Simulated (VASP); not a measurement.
# Zn6O7 (a cell with a defect) in VASP: relaxation of the atoms with PBE

Aim: the relaxation of the atoms of Zn6O7 (a cell with a defect) with PBE.

All numbers are computed with VASP 6.6.1; they aren't measurements. Logs are shortened: lines on timing, memory, paths and dates and some standing lists are left out, and cuts for length are marked.

### 1 The cell of the first run

The cell holds a defect, 13 atoms: a = 5.293 Å, b = 5.680 Å, c = 5.680 Å, α = 120.00°, β = 90.00°, γ = 90.00°.

### 2 Relaxation of the atoms, PBE

The input, INCAR:

```
PREC = Accurate
ENCUT = 520
EDIFF = 1E-7
ISMEAR = 0
SIGMA = 0.02
LREAL = F
LASPH = T
NELM = 100
ALGO = Normal
ISIF = 2
LWAVE = F
LCHARG = F
GGA = PE
IBRION = 2
NSW = 80
EDIFFG = -0.02
```

The input, KPOINTS:

```
regular mesh
0
Gamma
  3 3 3
```

The input, POSCAR:

```
Zn6O7
1.0
    0.0000000000      0.0000000000     -5.2932331742
   -4.9190861691     -2.8400357239      0.0000000000
    0.0000000001      5.6800714478      0.0000000000
Zn O
6 7
Direct
    0.4993955884      0.3333333333      0.3333333333
    0.4993955884      0.6666666667      0.0000000000
    0.4993955884      0.0000000000      0.6666666667
    0.9993955884      0.6666666667      0.6666666667
    0.9993955884      0.0000000000      0.3333333333
    0.9993955884      0.3333333333      0.0000000000
    0.1202944116      0.3333333333      0.3333333333
    0.1202944116      0.6666666667      0.0000000000
    0.1202944116      0.0000000000      0.6666666667
    0.6202944116      0.6666666667      0.6666666667
    0.6202944116      0.0000000000      0.3333333333
    0.6202944116      0.3333333333      0.0000000000
    0.7931884300      0.0175419089      0.0292733959
```

Potentials or basis: VASP PAW PBE potentials, release 64 (Zn, O).

Command:

```console
> cat potpaw_PBE.64/Zn/POTCAR potpaw_PBE.64/O/POTCAR > POTCAR
> mpirun -np 1 vasp_std > vasp.out
```

OUTCAR:

```text
PREC = Accurate
   ENCUT = 520
   EDIFF = 1E-7
   ISMEAR = 0
   LREAL = F
   LASPH = T
   NELM = 100
   ISIF = 2
   GGA = PE
   IBRION = 2
   NSW = 80
   EDIFFG = -0.02

 ion  position               nearest neighbor table
   1  0.499  0.333  0.333-  11 2.00  12 2.00  10 2.00   7 2.01  13 2.35
   2  0.499  0.667  0.000-  11 2.00  10 2.00  12 2.00   8 2.01  13 2.47
   3  0.499  0.000  0.667-  12 2.00  10 2.00  11 2.00   9 2.01
   4  0.999  0.667  0.667-   9 2.00   8 2.00   7 2.00  10 2.01  13 2.30
   5  0.999  0.000  0.333-   8 2.00   7 2.00   9 2.00  11 2.01  13 2.09
   6  0.999  0.333  0.000-   9 2.00   7 2.00   8 2.00  12 2.01  13 2.18
   7  0.120  0.333  0.333-   5 2.00   6 2.00   4 2.00   1 2.01
   8  0.120  0.667  0.000-   5 2.00   4 2.00   6 2.00   2 2.01
   9  0.120  0.000  0.667-   6 2.00   4 2.00   5 2.00   3 2.01
  10  0.620  0.667  0.667-   3 2.00   2 2.00   1 2.00   4 2.01
  11  0.620  0.000  0.333-   2 2.00   1 2.00   3 2.00   5 2.01
  12  0.620  0.333  0.000-   3 2.00   1 2.00   2 2.00   6 2.01
  13  0.793  0.018  0.029-   5 2.09   6 2.18   4 2.30   1 2.35   2 2.47

  LATTYP: Found a hexagonal cell.
 ALAT       =     5.6800714478
 C/A-ratio  =     0.9318955268

  Lattice vectors:

 A1 = (  -4.9190861691,  -2.8400357239,   0.0000000000)
 A2 = (   0.0000000001,   5.6800714478,   0.0000000000)
 A3 = (   0.0000000000,   0.0000000000,  -5.2932331742)

Analysis of symmetry for initial positions (statically):
=====================================================================
 Subroutine PRICEL returns:
 Original cell was already a primitive cell.

 Routine SETGRP: Setting up the symmetry group for a
 hexagonal supercell.

 Subroutine GETGRP returns: Found  1 space group operations
 (whereof  1 operations were pure point group operations)
 out of a pool of 24 trial point group operations.

The static configuration has the point symmetry C_1 .

Analysis of symmetry for dynamics (positions and initial velocities):
=====================================================================
 Subroutine PRICEL returns:
 Original cell was already a primitive cell.

 Routine SETGRP: Setting up the symmetry group for a
 hexagonal supercell.

 Subroutine GETGRP returns: Found  1 space group operations
 (whereof  1 operations were pure point group operations)
 out of a pool of 24 trial point group operations.

The dynamic configuration has the point symmetry C_1 .

 Subroutine INISYM returns: Found  1 space group operations
 (whereof  1 operations are pure point group operations),
[... 110 lines left out ...]
   NSW    =     80    number of steps for IOM
   IBRION =      2    ionic relax: 0-MD 1-quasi-New 2-CG
   NFREE  =      1    steps in history (QN), initial steepest desc. (CG)
   ISIF   =      2    stress and relaxation
   ISYM   =      2    0-nonsym 1-usesym 2-fastsym
   POTIM  = 0.5000    time-step for ionic-motion
   TEBEG  =    0.0;   TEEND  =   0.0 temperature during run
   PSTRESS=    0.0 pullay stress
   NELECT =     114.0000    total number of electrons
   NUPDOWN=      -1.0000    fix difference up-down
   EMIN   =  10.00;   EMAX   =-10.00  energy-range for DOS
   EFERMI =   0.00;   METHOD = LEGACY
   ISMEAR =     0;   SIGMA  =   0.02  broadening in eV -4-tet -1-fermi 0-gaus
   EFERMI_NEDOS =   21; number of points for ismear=-14 and -15
   IALGO  =     38    algorithm
   IMIX   =      4    mixing-type and parameters
     AMIX     =   0.40;   BMIX     =  1.00
     AMIX_MAG =   1.60;   BMIX_MAG =  1.00
  volume/ion in A,a.u.               =      11.38        76.77
  Fermi-wavevector in a.u.,A,eV,Ry     =   1.501032  2.836540 30.655258  2.253098
  Thomas-Fermi vector in A             =   2.612456
   LORBIT       =      0    0 simple, 1 ext, 2 COOP (PROOUT), +10 PAW based schemes
   GGA     = PE    functional components
   LHFCALC =     F    Hartree Fock is set to
   AEXX    =    0.0000 exact exchange contribution
   IVDW    =     0    specifies the selected vdW correction
   LEPSILON=     F    determine dielectric tensor
   LRPA    =     F    only Hartree local field effects (RPA)
 conjugate gradient relaxation of ions
 non-spin polarized calculation
 Gauss-broadening in eV      SIGMA  =   0.02
  energy-cutoff  :      520.00
  volume of cell :      147.90
 maximum number of plane-waves:      4015
 NGX is ok and might be reduce to    40
   NGX = 19   NGY = 21   NGZ = 21

--------------------------------------- Ionic step        1  -------------------------------------------

 number of electron     114.0000136 magnetization

 Free energy of the ion-electron system (eV)
  ---------------------------------------------------
  ext. energy  EPLUGINS =         0.00000000
  ---------------------------------------------------
  free energy    TOTEN  =       -54.15288548 eV

  energy without entropy =      -54.15072406  energy(sigma->0) =      -54.15180477

------------------------ aborting loop because EDIFF is reached ----------------------------------------

  FORCE on cell =-STRESS in cart. coord.  units (eV):
  Direction    XX          YY          ZZ          XY          YZ          ZX
  --------------------------------------------------------------------------------------
  -------------------------------------------------------------------------------------
  Total        7.9637864      8.2462808      6.7287896      0.3302527     -1.0361946      0.6972295
  in kB       86.2722114     89.3324920     72.8934115      3.5776485    -11.2251634      7.5531322
  external PRESSURE =      82.8327049 kB  Pullay stress =       0.0000000 kB
[... 122 lines left out ...]
  FREE ENERGIE OF THE ION-ELECTRON SYSTEM (eV)
  ---------------------------------------------------
  free  energy   TOTEN  =       -54.9423115827 eV

  energy  without entropy=      -54.9394601257  energy(sigma->0) =      -54.94088585

[... ionic steps 4 to 19 ...]

--------------------------------------- Ionic step       20  -------------------------------------------

 number of electron     114.0000043 magnetization

------------------------ aborting loop because EDIFF is reached ----------------------------------------
[... 89 lines left out ...]
--------------------------------------- Ionic step       22  -------------------------------------------

 number of electron     114.0000045 magnetization

 Free energy of the ion-electron system (eV)
  ---------------------------------------------------
  ext. energy  EPLUGINS =         0.00000000
  ---------------------------------------------------
  free energy    TOTEN  =       -55.57201181 eV

  energy without entropy =      -55.57051630  energy(sigma->0) =      -55.57126405

 E-fermi :   1.3165     XC(G=0): -11.0666

 val. band max:        1.2650823683   @ k =   0.0000   0.3333   0.0000
 cond. band min:       1.3225767789   @ k =   0.0000   0.0000   0.0000
 fundamental gap:      0.0574944106
 Fermi energy:         1.3164746572

 k-point     1 :       0.0000    0.0000    0.0000
  band No.  band energies     occupation
      1     -17.2890      2.00000
      2     -15.9739      2.00000
      3     -15.9718      2.00000
      4     -15.9629      2.00000
      5     -15.7064      2.00000
      6     -15.7059      2.00000
[... 1023 lines left out ...]
  FREE ENERGIE OF THE ION-ELECTRON SYSTEM (eV)
  ---------------------------------------------------
  free  energy   TOTEN  =       -55.5720118065 eV

  energy  without entropy=      -55.5705162961  energy(sigma->0) =      -55.57126405

 reached required accuracy - stopping structural energy minimisation
```

OSZICAR:

```text
N       E                     dE             d eps       ncg     rms          rms(c)
DAV:   1     0.139981558518E+04    0.13998E+04   -0.53421E+04  1912   0.244E+03
DAV:   2     0.208704556502E+03   -0.11911E+04   -0.11327E+04  1904   0.617E+02
DAV:   3    -0.442466510757E+02   -0.25295E+03   -0.24443E+03  2064   0.240E+02
[... 273 lines left out ...]
DAV:   4    -0.555720186614E+02    0.11785E-04   -0.44982E-05  2416   0.144E-01    0.285E-02
DAV:   5    -0.555720109931E+02    0.76683E-05   -0.41279E-05  2172   0.510E-02    0.763E-03
DAV:   6    -0.555720120520E+02   -0.10588E-05   -0.15503E-05  2208   0.372E-02    0.513E-03
DAV:   7    -0.555720119616E+02    0.90349E-07   -0.15617E-06  2336   0.163E-02    0.348E-03
DAV:   8    -0.555720118044E+02    0.15723E-06   -0.30304E-07  1500   0.974E-03    0.130E-03
DAV:   9    -0.555720118065E+02   -0.21082E-08   -0.32961E-07  1240   0.584E-03
  22 F= -.55572012E+02 E0= -.55571264E+02  d E =-.249673E-03
```

CONTCAR:

```text
Zn6O7
   1.00000000000000
     0.0000000000000000    0.0000000000000000   -5.2932331742000001
    -4.9190861690999999   -2.8400357238999998    0.0000000000000000
     0.0000000001000000    5.6800714477999996    0.0000000000000000
  Zn              O
     6     7
Direct
     0.4962979195619816    0.3232717658623219    0.3238044993358081
     0.4963196245228736    0.6780939684584685    0.0009409109772365
     0.4963117952093498    0.0004131365437075    0.6787709185550808
     0.9926848094600531    0.6834304474288178    0.6846402968312439
     0.9924216477992697    0.0019959474661947    0.3217250021415424
     0.9924294898305340    0.3206763804966017    0.0032357778372810
     0.1219265068907142    0.3717955371438505    0.3727711992050378
     0.1218751211236354    0.6319531724985900    0.0027890035493267
     0.1217516144824628    0.0018038528738719    0.6332600333238557
     0.5992846970203197    0.6517459877734028    0.6523314284233620
     0.5980688325706639    0.0006632143447993    0.3505155815025284
     0.5983667929232868    0.3496941499193940    0.0012579376140249
     0.8835895786048477    0.0020043480899798    0.0032308066036712

  0.00000000E+00  0.00000000E+00  0.00000000E+00
  0.00000000E+00  0.00000000E+00  0.00000000E+00
  0.00000000E+00  0.00000000E+00  0.00000000E+00
  0.00000000E+00  0.00000000E+00  0.00000000E+00
  0.00000000E+00  0.00000000E+00  0.00000000E+00
  0.00000000E+00  0.00000000E+00  0.00000000E+00
  0.00000000E+00  0.00000000E+00  0.00000000E+00
  0.00000000E+00  0.00000000E+00  0.00000000E+00
  0.00000000E+00  0.00000000E+00  0.00000000E+00
  0.00000000E+00  0.00000000E+00  0.00000000E+00
  0.00000000E+00  0.00000000E+00  0.00000000E+00
  0.00000000E+00  0.00000000E+00  0.00000000E+00
  0.00000000E+00  0.00000000E+00  0.00000000E+00
```

Wall time 26 min (1 thread of Intel Xeon Platinum 8559C (Emerald Rapids), shared host); peak memory 0.29 GiB.

What came out:

- Free energy: -55.5720 eV
- Energy gained by relaxing: 109.2 meV/atom
- Ionic steps: 22
- Pressure after relaxing: 7.4 GPa
- Largest force after relaxing: 0.019 eV/Å
- Band gap on the k mesh: zero (band 57 reaches 1.57 eV, above the bottom of band 58 at 1.23 eV)

Forces on the atoms (eV/Å):
```
Zn   0.000  0.005 -0.010
Zn  -0.011  0.009 -0.010
Zn  -0.009  0.015 -0.005
Zn   0.013 -0.012  0.007
Zn   0.006  0.011  0.004
Zn   0.006 -0.009  0.008
O    0.002  0.002  0.001
O   -0.006 -0.001  0.005
O    0.001 -0.005  0.006
O    0.006  0.000  0.004
O    0.000  0.000 -0.005
O   -0.010 -0.003 -0.003
O    0.004 -0.011 -0.001
```

Stress tensor (GPa, compression positive):
```
8.29 0.02 0.00
0.02 8.34 0.00
0.00 0.00 5.61
```

Step by step:
```tsv
step	energy change (eV)	largest force (eV/Å)	pressure (GPa)
1	0.0000	2.6025	8.28
2	-0.7527	1.0572	6.89
3	-0.7894	1.4537	6.95
4	-1.1121	0.7521	6.07
5	-1.2150	0.5491	5.56
6	-1.2805	0.5267	5.37
7	-1.2887	0.5266	5.39
8	-1.3287	0.3398	5.69
9	-1.3511	0.5408	6.23
10	-1.3814	0.3556	6.51
11	-1.3985	0.3201	7.02
12	-1.4110	0.1232	7.24
13	-1.4119	0.1495	7.33
14	-1.4157	0.0979	7.39
15	-1.4159	0.1314	7.40
16	-1.4178	0.0457	7.45
17	-1.4179	0.0481	7.46
18	-1.4184	0.0366	7.46
19	-1.4185	0.0389	7.45
20	-1.4188	0.0253	7.44
21	-1.4189	0.0418	7.43
22	-1.4191	0.0188	7.41
```

Final structure:
```cif
data_structure
_symmetry_space_group_name_H-M 'P 1'
_symmetry_Int_Tables_number 1
_cell_length_a 5.2932
_cell_length_b 5.6801
_cell_length_c 5.6801
_cell_angle_alpha 120.000
_cell_angle_beta 90.000
_cell_angle_gamma 90.000
_cell_volume 147.90
loop_
_atom_site_label
_atom_site_type_symbol
_atom_site_fract_x
_atom_site_fract_y
_atom_site_fract_z
_atom_site_occupancy
Zn1 Zn 0.49630 0.32327 0.32380 1
Zn2 Zn 0.49632 0.67809 0.00094 1
Zn3 Zn 0.49631 0.00041 0.67877 1
Zn4 Zn 0.99268 0.68343 0.68464 1
Zn5 Zn 0.99242 0.00200 0.32172 1
Zn6 Zn 0.99243 0.32068 0.00324 1
O1 O 0.12193 0.37180 0.37277 1
O2 O 0.12187 0.63195 0.00279 1
O3 O 0.12175 0.00180 0.63326 1
O4 O 0.59928 0.65175 0.65233 1
O5 O 0.59807 0.00066 0.35052 1
O6 O 0.59837 0.34969 0.00126 1
O7 O 0.88359 0.00200 0.00323 1
```

Levels at points of the mesh, in eV from the Fermi level:
```csv
k point,band 55,band 56,band 57,band 58,band 59,band 60
"(0.00, 0.00, 0.00)",-0.15,-0.10,0.01,0.01,1.50,6.11
```

Caveat: the k points lie up to 0.43 Å⁻¹ apart.
